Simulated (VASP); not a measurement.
# H6C2O in VASP: a series of runs, part 2 of 2

VASP 6.6.1. Earlier steps stand in the parts before.

## (3) Relaxation of the atoms, PBEsol

File INCAR:

```
PREC = Accurate
ENCUT = 520
EDIFF = 1E-6
ISMEAR = -1
SIGMA = 0.05
LREAL = Auto
LASPH = True
NELM = 100
ALGO = Normal
ISIF = 2
LWAVE = False
LCHARG = False
GGA = PS
IBRION = 2
NSW = 35
EDIFFG = -0.3
```

File KPOINTS:

```
Automatic mesh
0
Gamma
  1 1 1
```

File POSCAR:

```
H6C2O
1.0
    7.2936330000      0.0000000000      0.0000000000
    0.0000000000      7.2936330000      0.0000000000
    0.0000000000      0.0000000000      7.2936330000
C O H
8 4 24
Direct
    0.9511846000      0.8787867000      0.5110029000
    0.9179531000      0.8540146000      0.7141120000
    0.5863170000      0.5883924000     -0.0146320000
    0.4147522000      0.5876389000      0.1017133000
    0.9445631000      0.3227372000      0.1834536000
    0.9432943000      0.4440699000      0.3515252000
    0.4535873000      1.0453347000      0.3631014000
    0.4521627000      0.8798653000      0.4879577000
    0.9256715000      1.0316134000      0.7957788000
    0.4224635000      0.4280545000      0.2146015000
    0.7681996000      0.5310464000      0.3584033000
    0.4165246000      0.9447126000      0.6690520000
    0.9044427000      1.0169981000      0.9264352000
    0.7835518000      0.7898568000      0.7372651000
    1.0225997000      0.7629897000      0.7730998000
    0.9469612000      0.7467402000      0.4401748000
    0.8464432000      0.9682913000      0.4524870000
    1.0852075000      0.9414561000      0.4882792000
    0.3126387000      0.4264487000      0.2899096000
    0.4083679000      0.7127070000      0.1855775000
    0.2923936000      0.5855442000      0.0137361000
    0.5886177000      0.7081294000     -0.1047902000
    0.7076336000      0.5916408000      0.0729906000
    0.5917968000      0.4646288000     -0.0986470000
    0.7661546000      0.6093664000      0.4660935000
    0.9673522000      0.3615203000      0.4753104000
    1.0538457000      0.5461305000      0.3426912000
    1.0759585000      0.2517800000      0.1703742000
    0.8354093000      0.2207602000      0.1930508000
    0.9218002000      0.4051514000      0.0605890000
    0.4153613000      0.8391938000      0.7502911000
    0.3460233000      0.7824127000      0.4437601000
    0.5848653000      0.8087155000      0.4813439000
    0.4803860000      1.0044914000      0.2213820000
    0.3212942000      1.1151178000      0.3690030000
    0.5598529000      1.1413894000      0.4065422000
```

Potentials or basis: VASP PAW PBE potentials, release 64 (C, O, H).

On the command line:

```console
cat potpaw_PBE.64/C/POTCAR potpaw_PBE.64/O/POTCAR potpaw_PBE.64/H/POTCAR > POTCAR
mpirun -np 1 vasp_gam > vasp.out
```

OUTCAR:

```text
PREC = Accurate
   ENCUT = 520
   EDIFF = 1E-6
   ISMEAR = -1
   LREAL = Auto
   LASPH = True
   NELM = 100
   ISIF = 2
   GGA = PS
   IBRION = 2
   NSW = 35
   EDIFFG = -0.3

 ion  position               nearest neighbor table
   1  0.951  0.879  0.511-  17 1.09  18 1.09  16 1.09   2 1.51
   2  0.918  0.854  0.714-  14 1.10  15 1.10   9 1.43   1 1.51
   3  0.586  0.588  0.985-  24 1.09  23 1.09  22 1.09   4 1.51
   4  0.415  0.588  0.102-  20 1.10  21 1.10  10 1.43   3 1.51
   5  0.945  0.323  0.183-  30 1.09  29 1.09  28 1.09   6 1.51
   6  0.943  0.444  0.352-  26 1.10  27 1.10  11 1.43   5 1.51
   7  0.454  0.045  0.363-  35 1.09  36 1.09  34 1.09   8 1.51
   8  0.452  0.880  0.488-  32 1.10  33 1.10  12 1.43   7 1.51
   9  0.926  0.032  0.796-  13 0.97   2 1.43
  10  0.422  0.428  0.215-  19 0.97   4 1.43
  11  0.768  0.531  0.358-  25 0.97   6 1.43
  12  0.417  0.945  0.669-  31 0.97   8 1.43
  13  0.904  0.017  0.926-   9 0.97
  14  0.784  0.790  0.737-   2 1.10
  15  0.023  0.763  0.773-   2 1.10
  16  0.947  0.747  0.440-   1 1.09
  17  0.846  0.968  0.452-   1 1.09
[... 17 lines left out ...]
  35  0.321  0.115  0.369-   7 1.09
  36  0.560  0.141  0.407-   7 1.09

  LATTYP: Found a simple cubic cell.
 ALAT       =     7.2936330000

[... 231 lines left out ...]
  --------------------------------------------------------------------------------------
  -------------------------------------------------------------------------------------
  Total        5.3571129      4.0041350      3.3536956      0.8120263      0.3663232      0.3109063
  in kB       22.1212498     16.5343671     13.8484925      3.3531189      1.5126668      1.2838325
  external PRESSURE =      17.5013698 kB  Pullay stress =       0.0000000 kB
[... 127 lines left out ...]
--------------------------------------- Ionic step        3  -------------------------------------------

 number of electron      79.9999992 magnetization

 Free energy of the ion-electron system (eV)
  ---------------------------------------------------
  ext. energy  EPLUGINS =         0.00000000
  ---------------------------------------------------
  free energy    TOTEN  =      -189.03317519 eV

  energy without entropy =     -189.03317519  energy(sigma->0) =     -189.03317519

 E-fermi :  -1.6085     XC(G=0):  -6.4357

 val. band max:       -2.8754378040   @ k =   0.0000   0.0000   0.0000
 cond. band min:       1.8631346621   @ k =   0.0000   0.0000   0.0000
 fundamental gap:      4.7385724661
 Fermi energy:        -1.6084928471

 k-point     1 :       0.0000    0.0000    0.0000
  band No.  band energies     occupation
      1     -22.6537      2.00000
      2     -22.4240      2.00000
      3     -22.3710      2.00000
      4     -22.2560      2.00000
      5     -15.7293      2.00000
      6     -15.6368      2.00000
[... 44 lines left out ...]
     51       5.0524      0.00000
     52       5.2515      0.00000
 [bands above 52 left out]

------------------------ aborting loop because EDIFF is reached ----------------------------------------

  FORCE on cell =-STRESS in cart. coord.  units (eV):
  Direction    XX          YY          ZZ          XY          YZ          ZX
  --------------------------------------------------------------------------------------
  -------------------------------------------------------------------------------------
  Total        3.5385559      3.2011571      3.1441237      0.4177059      0.3962253     -0.1758535
  in kB       14.6118404     13.2186119     12.9831024      1.7248426      1.6361423     -0.7261559
  external PRESSURE =      13.6045182 kB  Pullay stress =       0.0000000 kB
[... 51 lines left out ...]
  FREE ENERGIE OF THE ION-ELECTRON SYSTEM (eV)
  ---------------------------------------------------
  free  energy   TOTEN  =      -189.0331751877 eV

  energy  without entropy=     -189.0331751877  energy(sigma->0) =     -189.03317519

 reached required accuracy - stopping structural energy minimisation
```

OSZICAR:

```text
N       E                     dE             d eps       ncg     rms          rms(c)
DAV:   1     0.567269376992E+03    0.56727E+03   -0.39953E+04   118   0.121E+03
DAV:   2    -0.139365227583E+03   -0.70663E+03   -0.68577E+03   161   0.272E+02
DAV:   3    -0.206115321810E+03   -0.66750E+02   -0.66353E+02   148   0.917E+01
[... 30 lines left out ...]
DAV:   5    -0.189033175580E+03   -0.12127E-04   -0.53737E-04   148   0.986E-02    0.339E-02
DAV:   6    -0.189033176671E+03   -0.10905E-05   -0.10244E-04   148   0.480E-02    0.153E-02
DAV:   7    -0.189033174198E+03    0.24731E-05   -0.16980E-05   156   0.230E-02    0.627E-03
DAV:   8    -0.189033175345E+03   -0.11472E-05   -0.79650E-06   132   0.124E-02    0.389E-03
DAV:   9    -0.189033175188E+03    0.15732E-06   -0.10256E-06   116   0.648E-03
   3 F= -.18903318E+03 E0= -.18903318E+03  d E =-.441574E-01
```

CONTCAR:

```text
H6C2O
   1.00000000000000
     7.2936329999999998    0.0000000000000000    0.0000000000000000
     0.0000000000000000    7.2936329999999998    0.0000000000000000
     0.0000000000000000    0.0000000000000000    7.2936329999999998
  C               O               H
     8     4    24
Direct
     0.9513988218895275    0.8789890370136711    0.5120643399060868
     0.9184541583198855    0.8552479793380687    0.7131617904298726
     0.5854100453281296    0.5882592689552475    0.9855637660140387
     0.4158018047151223    0.5870735704155980    0.1016562864122648
     0.9449185055919145    0.3231156751324311    0.1840552305861973
     0.9422112743264341    0.4428499543966943    0.3508791349244681
[... 28 lines left out ...]
     0.3207131727476570    0.1154237017432123    0.3689477530376796
     0.5602147089076872    0.1419676081291120    0.4066106465541389

  0.00000000E+00  0.00000000E+00  0.00000000E+00
  0.00000000E+00  0.00000000E+00  0.00000000E+00
  0.00000000E+00  0.00000000E+00  0.00000000E+00
  0.00000000E+00  0.00000000E+00  0.00000000E+00
  0.00000000E+00  0.00000000E+00  0.00000000E+00
  0.00000000E+00  0.00000000E+00  0.00000000E+00
[... 28 lines left out ...]
  0.00000000E+00  0.00000000E+00  0.00000000E+00
  0.00000000E+00  0.00000000E+00  0.00000000E+00
```

It took 3.8 min on 1 thread of AMD EPYC 7R13, shared host; peak memory 0.37 GiB.

Results:

```yaml
Free_energy: -189.0332 eV
Energy_gained_by_relaxing: 1.2 meV/atom
Ionic_steps: 3
Pressure_after_relaxing: 1.4 GPa
Largest_force_after_relaxing: 0.297 eV/Å
Band_gap_on_the_k_mesh: 4.74 eV
```

Forces on the atoms (eV/Å):
```
C    0.078  0.276 -0.079
C    0.011 -0.065  0.146
C    0.083 -0.048 -0.144
C   -0.204  0.054 -0.023
C   -0.031 -0.205 -0.169
C    0.187 -0.064  0.137
C    0.009  0.125 -0.014
C   -0.002 -0.207  0.071
O   -0.050  0.059  0.108
O   -0.165 -0.022  0.029
O    0.062 -0.059  0.169
O   -0.093 -0.075  0.098
H   -0.018  0.097  0.019
H    0.005  0.044 -0.036
H    0.043 -0.013  0.020
H    0.174  0.231 -0.035
H   -0.038  0.046 -0.039
H    0.158  0.096  0.071
H   -0.051  0.021  0.065
H    0.018  0.004 -0.003
H   -0.069 -0.017 -0.042
H   -0.034  0.109 -0.045
H   -0.067  0.099  0.012
H   -0.007 -0.105 -0.143
H   -0.143 -0.167 -0.023
H    0.003 -0.103  0.147
H    0.044 -0.068 -0.073
H    0.164 -0.037 -0.035
H   -0.100 -0.037 -0.010
H    0.045 -0.065 -0.120
H   -0.054  0.035  0.013
H   -0.005 -0.058  0.045
H   -0.010 -0.004  0.016
H    0.016  0.030 -0.073
H    0.019 -0.016 -0.035
H    0.023  0.109 -0.024
```

Step by step:
| step | energy change (eV) | largest force (eV/Å) | pressure (GPa) |
| --- | --- | --- | --- |
| 1 | 0.0000 | 0.8172 | 1.75 |
| 2 | 0.1448 | 2.1081 | 0.73 |
| 3 | -0.0442 | 0.2972 | 1.36 |

Final structure:
```cif
data_structure
_symmetry_space_group_name_H-M 'P 1'
_symmetry_Int_Tables_number 1
_cell_length_a 7.2936
_cell_length_b 7.2936
_cell_length_c 7.2936
_cell_angle_alpha 90.000
_cell_angle_beta 90.000
_cell_angle_gamma 90.000
_cell_volume 388.00
loop_
_atom_site_label
_atom_site_type_symbol
_atom_site_fract_x
_atom_site_fract_y
_atom_site_fract_z
_atom_site_occupancy
C1 C 0.95140 0.87899 0.51206 1
C2 C 0.91845 0.85525 0.71316 1
C3 C 0.58541 0.58826 0.98556 1
C4 C 0.41580 0.58707 0.10166 1
C5 C 0.94492 0.32312 0.18406 1
C6 C 0.94221 0.44285 0.35088 1
C7 C 0.45398 0.04412 0.36357 1
C8 C 0.45186 0.88115 0.48826 1
O1 O 0.92553 0.03122 0.79570 1
O2 O 0.42213 0.42843 0.21429 1
O3 O 0.76901 0.53036 0.35835 1
O4 O 0.41643 0.94453 0.66858 1
H1 H 0.90437 0.01728 0.92677 1
H2 H 0.78289 0.78964 0.73739 1
H3 H 0.02310 0.76256 0.77343 1
H4 H 0.94734 0.74712 0.43990 1
H5 H 0.84597 0.96866 0.45218 1
H6 H 0.08575 0.94171 0.48840 1
H7 H 0.31231 0.42639 0.29026 1
H8 H 0.40834 0.71305 0.18582 1
H9 H 0.29164 0.58547 0.01325 1
H10 H 0.58862 0.70873 0.89482 1
H11 H 0.70784 0.59189 0.07330 1
H12 H 0.59180 0.46409 0.90083 1
H13 H 0.76572 0.60945 0.46659 1
H14 H 0.96742 0.36120 0.47594 1
H15 H 0.05467 0.54676 0.34247 1
H16 H 0.07657 0.25154 0.17020 1
H17 H 0.83474 0.22033 0.19311 1
H18 H 0.92183 0.40521 0.05995 1
H19 H 0.41523 0.83898 0.75065 1
H20 H 0.34564 0.78189 0.44374 1
H21 H 0.58535 0.80841 0.48134 1
H22 H 0.48043 0.00462 0.22097 1
H23 H 0.32071 0.11542 0.36895 1
H24 H 0.56021 0.14197 0.40661 1
```

Caveat: the k points lie up to 0.86 Å⁻¹ apart; the PAW data sets were made with another functional, which shifts forces and pressure a little; the relaxation stopped at a loose force limit of 0.3 eV/Å, so its end isn't a converged minimum.
